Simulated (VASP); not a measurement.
# MgCdC4N4 (P-43m) in VASP: a series of runs

MgCdC4N4 is run at these levels: PBE; tasks: single point, relaxation of cell and atoms.

All numbers are computed with VASP 6.6.1; they aren't measurements. Logs are shortened: lines on timing, memory, paths and dates and some standing lists are left out, and cuts for length are marked.

### 1 The cell of the first run

The structure is cubic, space group P-43m (No. 215). The conventional cell has a = 6.058 Å, b = 6.058 Å, c = 6.058 Å, α = 90.00°, β = 90.00°, γ = 90.00°. Mg (site symmetry -43m) has 4 N at 2.08 Å within 2.7 Å. Cd (site symmetry -43m) has 4 C at 2.00 Å within 2.7 Å. C (site symmetry 3m) has 1 N at 1.17 Å within 1.6 Å. Within 1.6 Å of N (site symmetry 3m) lie 1 C at 1.17 Å.

### 2 Single point, PBE

File INCAR:

```
SYSTEM = MgCdC4N4
PREC = Accurate
ENCUT = 520
EDIFF = 1E-6
ISMEAR = 0
SIGMA = 0.1
LREAL = .False.
LASPH = .True.
NELM = 100
ALGO = Normal
ISIF = 2
LWAVE = .False.
LCHARG = .False.
GGA = PE
NBANDS = 36
```

File KPOINTS:

```
Automatic mesh
0
Gamma
  4 4 4
  0 0 0
```

File POSCAR:

```
MgCdC4N4
1.0
    6.0575590200      0.0000000000      0.0000000000
    0.0000000000      6.0575590200      0.0000000000
    0.0000000000      0.0000000000      6.0575590200
Mg Cd C N
1 1 4 4
Direct
    0.5000000000      0.5000000000      0.5000000000
    0.0000000000      0.0000000000      0.0000000000
    0.1907167400      0.1907167400      0.1907167400
    0.1907167400      0.8092832600      0.8092832600
    0.8092832600      0.1907167400      0.8092832600
    0.8092832600      0.8092832600      0.1907167400
    0.3022302700      0.3022302700      0.3022302700
    0.3022302700      0.6977697300      0.6977697300
    0.6977697300      0.3022302700      0.6977697300
    0.6977697300      0.6977697300      0.3022302700
```

Potentials or basis: VASP PAW PBE potentials, release 64 (Mg, Cd, C, N).

The run is started by

```
$ cat potpaw_PBE.64/Mg/POTCAR potpaw_PBE.64/Cd/POTCAR potpaw_PBE.64/C/POTCAR potpaw_PBE.64/N/POTCAR > POTCAR
$ mpirun -np 1 vasp_std > vasp.out
```

OUTCAR:

```text
SYSTEM = MgCdC4N4
   PREC = Accurate
   ENCUT = 520
   EDIFF = 1E-6
   ISMEAR = 0
   LREAL = .False.
   LASPH = .True.
   NELM = 100
   ISIF = 2
   GGA = PE

 ion  position               nearest neighbor table
   1  0.500  0.500  0.500-   7 2.08   8 2.08   9 2.08  10 2.08
   2  0.000  0.000  0.000-   3 2.00   4 2.00   5 2.00   6 2.00
   3  0.191  0.191  0.191-   7 1.17   2 2.00
   4  0.191  0.809  0.809-   8 1.17   2 2.00
   5  0.809  0.191  0.809-   9 1.17   2 2.00
   6  0.809  0.809  0.191-  10 1.17   2 2.00
   7  0.302  0.302  0.302-   3 1.17   1 2.08
   8  0.302  0.698  0.698-   4 1.17   1 2.08
   9  0.698  0.302  0.698-   5 1.17   1 2.08
  10  0.698  0.698  0.302-   6 1.17   1 2.08

  LATTYP: Found a simple cubic cell.
 ALAT       =     6.0575590200

  Lattice vectors:

 A1 = (   6.0575590200,   0.0000000000,   0.0000000000)
 A2 = (   0.0000000000,   6.0575590200,   0.0000000000)
 A3 = (   0.0000000000,   0.0000000000,   6.0575590200)

Analysis of symmetry for initial positions (statically):
=====================================================================
 Subroutine PRICEL returns:
 Original cell was already a primitive cell.

 Routine SETGRP: Setting up the symmetry group for a
 simple cubic supercell.

 Subroutine GETGRP returns: Found 24 space group operations
 (whereof 24 operations were pure point group operations)
 out of a pool of 48 trial point group operations.

The static configuration has the point symmetry T_d .

Analysis of symmetry for dynamics (positions and initial velocities):
=====================================================================
 Subroutine PRICEL returns:
 Original cell was already a primitive cell.

 Routine SETGRP: Setting up the symmetry group for a
 simple cubic supercell.

 Subroutine GETGRP returns: Found 24 space group operations
 (whereof 24 operations were pure point group operations)
 out of a pool of 48 trial point group operations.

The dynamic configuration has the point symmetry T_d .

 Subroutine INISYM returns: Found 24 space group operations
 (whereof 24 operations are pure point group operations),
 and found     1 'primitive' translations

----------------------------------------------------------------------------------------

                                     Primitive cell

  volume of cell :     222.2762

  direct lattice vectors                    reciprocal lattice vectors
     6.057559020  0.000000000  0.000000000     0.165082997  0.000000000  0.000000000
     0.000000000  6.057559020  0.000000000     0.000000000  0.165082997  0.000000000
     0.000000000  0.000000000  6.057559020     0.000000000  0.000000000  0.165082997

  length of vectors
     6.057559020  6.057559020  6.057559020     0.165082997  0.165082997  0.165082997

  position of ions in fractional coordinates (direct lattice)
     0.500000000  0.500000000  0.500000000
     0.000000000  0.000000000  0.000000000
     0.190716740  0.190716740  0.190716740
     0.190716740  0.809283260  0.809283260
     0.809283260  0.190716740  0.809283260
     0.809283260  0.809283260  0.190716740
     0.302230270  0.302230270  0.302230270
     0.302230270  0.697769730  0.697769730
     0.697769730  0.302230270  0.697769730
     0.697769730  0.697769730  0.302230270

  ion indices of the primitive-cell ions
   primitive index   ion index
                 1           1
                 2           2
                 3           3
                 4           4
                 5           5
                 6           6
                 7           7
                 8           8
                 9           9
                10          10

----------------------------------------------------------------------------------------

 KPOINTS: Automatic mesh

Automatic generation of k-mesh.
 Grid dimensions read from file:
 generate k-points for:    4    4    4

 Generating k-lattice:

  Cartesian coordinates                     Fractional coordinates (reciprocal lattice)
     0.041270749  0.000000000  0.000000000     0.250000000  0.000000000  0.000000000
     0.000000000  0.041270749  0.000000000     0.000000000  0.250000000  0.000000000
     0.000000000  0.000000000  0.041270749     0.000000000  0.000000000  0.250000000

  Length of vectors
     0.041270749  0.041270749  0.041270749

  Shift w.r.t. Gamma in fractional coordinates (k-lattice)
     0.000000000  0.000000000  0.000000000

 Subroutine IBZKPT returns following result:
 ===========================================

 Found     10 irreducible k-points:

 Following reciprocal coordinates:
            Coordinates               Weight
  0.000000  0.000000  0.000000      1.000000
  0.250000  0.000000  0.000000      6.000000
  0.500000  0.000000  0.000000      3.000000
  0.250000  0.250000  0.000000     12.000000
  0.500000  0.250000  0.000000     12.000000
  0.500000  0.500000  0.000000      3.000000
  0.250000  0.250000  0.250000      8.000000
  0.500000  0.250000  0.250000     12.000000
  0.500000  0.500000  0.250000      6.000000
  0.500000  0.500000  0.500000      1.000000
   k-points           NKPTS =     10   k-points in BZ     NKDIM =     10   number of bands    NBANDS=     36
   number of dos      NEDOS =    301   number of ions     NIONS =     10
   total plane-waves  NPLWV = 110592
   dimension x,y,z NGX =    48 NGY =   48 NGZ =   48
   dimension x,y,z NGXF=    96 NGYF=   96 NGZF=   96
   ions per type =               1   1   4   4
   NGX,Y,Z   is equivalent  to a cutoff of  13.17, 13.17, 13.17 a.u.
   NGXF,Y,Z  is equivalent  to a cutoff of  26.35, 26.35, 26.35 a.u.
 SYSTEM =  MgCdC4N4
   PREC   = accura    normal or accurate (medium, high low for compatibility)
   ISTART =      0    job   : 0-new  1-cont  2-samecut
   ICHARG =      2    charge: 1-file 2-atom 10-const
   ISPIN  =      1    spin polarized calculation?
   LNONCOLLINEAR =      F non collinear calculations
   LSORBIT =      F    spin-orbit coupling
   LASPH  =      T    aspherical Exc in radial PAW
   ENCUT  =  520.0 eV  38.22 Ry    6.18 a.u.  11.26 11.26 11.26*2*pi/ulx,y,z
   NELM   =    100;   NELMIN=  2; NELMDL= -5     # of ELM steps
   EDIFF  = 0.1E-05   stopping-criterion for ELM
   LREAL  =      F    real-space projection
   EDIFFG = 0.1E-04   stopping-criterion for IOM
   NSW    =      0    number of steps for IOM
   IBRION =     -1    ionic relax: 0-MD 1-quasi-New 2-CG
   NFREE  =      0    steps in history (QN), initial steepest desc. (CG)
   ISIF   =      2    stress and relaxation
   ISYM   =      2    0-nonsym 1-usesym 2-fastsym
   POTIM  = 0.5000    time-step for ionic-motion
   TEBEG  =    0.0;   TEEND  =   0.0 temperature during run
   PSTRESS=    0.0 pullay stress
   NELECT =      50.0000    total number of electrons
   NUPDOWN=      -1.0000    fix difference up-down
   EMIN   =  10.00;   EMAX   =-10.00  energy-range for DOS
   EFERMI =   0.00;   METHOD = LEGACY
   ISMEAR =     0;   SIGMA  =   0.10  broadening in eV -4-tet -1-fermi 0-gaus
   EFERMI_NEDOS =   21; number of points for ismear=-14 and -15
   IALGO  =     38    algorithm
   IMIX   =      4    mixing-type and parameters
     AMIX     =   0.40;   BMIX     =  1.00
     AMIX_MAG =   1.60;   BMIX_MAG =  1.00
  volume/ion in A,a.u.               =      22.23       150.00
  Fermi-wavevector in a.u.,A,eV,Ry     =   0.995636  1.881479 13.487329  0.991291
  Thomas-Fermi vector in A             =   2.127669
   LORBIT       =      0    0 simple, 1 ext, 2 COOP (PROOUT), +10 PAW based schemes
   GGA     = PE    functional components
   LHFCALC =     F    Hartree Fock is set to
   AEXX    =    0.0000 exact exchange contribution
   IVDW    =     0    specifies the selected vdW correction
   LEPSILON=     F    determine dielectric tensor
   LRPA    =     F    only Hartree local field effects (RPA)
 non-spin polarized calculation
 Gauss-broadening in eV      SIGMA  =   0.10
  energy-cutoff  :      520.00
  volume of cell :      222.28
 maximum number of plane-waves:      6031
 NGX is ok and might be reduce to    48
   NGX = 23   NGY = 23   NGZ = 23

 number of electron      50.0000006 magnetization

 Free energy of the ion-electron system (eV)
  ---------------------------------------------------
  ext. energy  EPLUGINS =         0.00000000
  ---------------------------------------------------
  free energy    TOTEN  =       -70.65864138 eV

  energy without entropy =      -70.65864138  energy(sigma->0) =      -70.65864138

 E-fermi :  -3.2980     XC(G=0):  -6.7833

 val. band max:       -3.7935014400   @ k =   0.5000   0.5000   0.0000
 cond. band min:       2.0286197116   @ k =   0.0000   0.0000   0.0000
 fundamental gap:      5.8221211516
 Fermi energy:        -3.2979582982

 k-point     1 :       0.0000    0.0000    0.0000
  band No.  band energies     occupation
      1     -18.9857      2.00000
      2     -18.8929      2.00000
      3     -18.8929      2.00000
      4     -18.8929      2.00000
      5     -10.6445      2.00000
      6     -10.6445      2.00000
[... 28 lines left out ...]
     35       6.5449      0.00000
     36       7.0399      0.00000

 k-point     2 :       0.2500    0.0000    0.0000
  band No.  band energies     occupation
      1     -18.9734      2.00000
      2     -18.9052      2.00000
      3     -18.8928      2.00000
      4     -18.8928      2.00000
      5     -10.6630      2.00000
      6     -10.6448      2.00000
[... 28 lines left out ...]
     35       5.7837      0.00000
     36       6.7502      0.00000
[... 271 lines left out ...]
     35       5.5045      0.00000
     36       5.5048      0.00000

 k-point    10 :       0.5000    0.5000    0.5000
  band No.  band energies     occupation
      1     -18.9452      2.00000
      2     -18.9055      2.00000
      3     -18.9055      2.00000
      4     -18.9055      2.00000
      5     -10.6432      2.00000
      6     -10.6432      2.00000
[... 28 lines left out ...]
     35       5.3484      0.00000
     36       5.3904      0.00000

------------------------ aborting loop because EDIFF is reached ----------------------------------------

  FORCE on cell =-STRESS in cart. coord.  units (eV):
  Direction    XX          YY          ZZ          XY          YZ          ZX
  --------------------------------------------------------------------------------------
  -------------------------------------------------------------------------------------
  Total        6.7347351      6.7347351      6.7347351      0.0000000      0.0000000      0.0000000
  in kB       48.5442882     48.5442882     48.5442882      0.0000000      0.0000000      0.0000000
  external PRESSURE =      48.5442882 kB  Pullay stress =       0.0000000 kB

 VOLUME and BASIS-vectors are now :
 -----------------------------------------------------------------------------
  energy-cutoff  :      520.00
  volume of cell :      222.28
      direct lattice vectors                 reciprocal lattice vectors
     6.057559020  0.000000000  0.000000000     0.165082997  0.000000000  0.000000000
     0.000000000  6.057559020  0.000000000     0.000000000  0.165082997  0.000000000
     0.000000000  0.000000000  6.057559020     0.000000000  0.000000000  0.165082997

 POSITION                                       TOTAL-FORCE (eV/Angst)
 -----------------------------------------------------------------------------------
      3.02878      3.02878      3.02878         0.000000     -0.000000      0.000000
      0.00000      0.00000      0.00000        -0.000000     -0.000000      0.000000
      1.15528      1.15528      1.15528         1.828975      1.828975      1.828975
      1.15528      4.90228      4.90228         1.828975     -1.828975     -1.828975
      4.90228      1.15528      4.90228        -1.828975      1.828975     -1.828975
      4.90228      4.90228      1.15528        -1.828975     -1.828975      1.828975
      1.83078      1.83078      1.83078         0.016513      0.016513      0.016513
      1.83078      4.22678      4.22678         0.016513     -0.016513     -0.016513
      4.22678      1.83078      4.22678        -0.016513      0.016513     -0.016513
      4.22678      4.22678      1.83078        -0.016513     -0.016513      0.016513
 -----------------------------------------------------------------------------------
    total drift:                                0.000000      0.000000     -0.000000

  FREE ENERGIE OF THE ION-ELECTRON SYSTEM (eV)
  ---------------------------------------------------
  free  energy   TOTEN  =       -70.6586413834 eV

  energy  without entropy=      -70.6586413834  energy(sigma->0) =      -70.65864138
```

It took 2.6 min on 1 thread of Intel Xeon Platinum 8175M at 2.50GHz (Skylake/Cascade Lake), shared host; peak memory 0.36 GiB.

Results:

| Quantity | Value |
| --- | --- |
| Free energy | -70.6586 eV |
| Pressure | 4.9 GPa |
| Largest force | 3.168 eV/Å |
| Band gap on the k mesh | 5.82 eV (least direct gap 5.99 eV) |

Forces on the atoms (eV/Å):
```
Mg   0.000  0.000  0.000
Cd   0.000  0.000  0.000
C    1.829  1.829  1.829
C    1.829 -1.829 -1.829
C   -1.829  1.829 -1.829
C   -1.829 -1.829  1.829
N    0.017  0.017  0.017
N    0.017 -0.017 -0.017
N   -0.017  0.017 -0.017
N   -0.017 -0.017  0.017
```

Caveat: the cell stands under pressure; forces of over 1 eV/Å act on the atoms, so gaps and moduli don't describe the material at rest.

### 3 Single point, PBE

This run uses another cell than the first one, of 24.59 Å³/atom.

File INCAR:

```
  ALGO = Normal
  EDIFF = 1E-6
  ENCUT = 520
  GGA = PE
  ISIF = 2
  ISMEAR = 0
  LASPH = True
  LCHARG = False
  LREAL = False
  LWAVE = False
  NBANDS = 36
  NELM = 100
  PREC = Accurate
  SIGMA = 0.1
```

File KPOINTS:

```
k-points
0
Gamma
  4 4 4
```

File POSCAR:

```
MgCdC4N4
1.0
    6.2647184822      0.0000000000      0.0000000000
    0.0000000000      6.2647184822      0.0000000000
    0.0000000000      0.0000000000      6.2647184822
Mg Cd C N
1 1 4 4
Direct
    0.5000000000      0.5000000000      0.5000000000
    0.0000000000      0.0000000000      0.0000000000
    0.2047141825      0.2047141825      0.2047141825
    0.2047141825      0.7952858175      0.7952858175
    0.7952858175      0.2047141825      0.7952858175
    0.7952858175      0.7952858175      0.2047141825
    0.3119660312      0.3119660312      0.3119660312
    0.3119660312      0.6880339688      0.6880339688
    0.6880339688      0.3119660312      0.6880339688
    0.6880339688      0.6880339688      0.3119660312
```

Potentials or basis: VASP PAW PBE potentials, release 64 (Mg, Cd, C, N).

The run is started by

```
$ cat potpaw_PBE.64/Mg/POTCAR potpaw_PBE.64/Cd/POTCAR potpaw_PBE.64/C/POTCAR potpaw_PBE.64/N/POTCAR > POTCAR
$ mpirun -np 1 vasp_std > vasp.out
```

Wall time 2.9 min (1 thread of Intel Xeon Platinum 8175M at 2.50GHz (Skylake/Cascade Lake), shared host); peak memory 0.36 GiB.

It converged, with:

| Item | Value |
| --- | --- |
| Free energy | -71.8279 eV |
| Pressure | 0.7 GPa |
| Largest force | 0.415 eV/Å |
| Band gap on the k mesh | 6.15 eV (least direct gap 6.28 eV) |

Forces in eV/Å, atoms in the order of the input:
```
Mg   0.000  0.000  0.000
Cd   0.000  0.000  0.000
C   -0.217 -0.217 -0.217
C   -0.217  0.217  0.217
C    0.217 -0.217  0.217
C    0.217  0.217 -0.217
N    0.239  0.239  0.239
N    0.239 -0.239 -0.239
N   -0.239  0.239 -0.239
N   -0.239 -0.239  0.239
```

Levels at points of the mesh, in eV from the valence-band top:
```tsv
k point	band 22	band 23	band 24	band 25	band 26	band 27	band 28	band 29
(0.00, 0.00, 0.00)	-0.79	-0.17	-0.17	-0.17	6.15	6.15	6.15	6.82
(0.50, 0.00, 0.00)	-0.84	-0.24	-0.01	-0.01	6.36	6.36	6.38	6.74
(0.50, 0.50, 0.00)	-0.66	-0.30	0.00	0.00	6.45	6.60	6.69	6.69
(0.50, 0.50, 0.50)	-0.70	-0.19	-0.19	-0.19	6.52	6.52	6.52	6.95
```

[end of part 1 of 3]
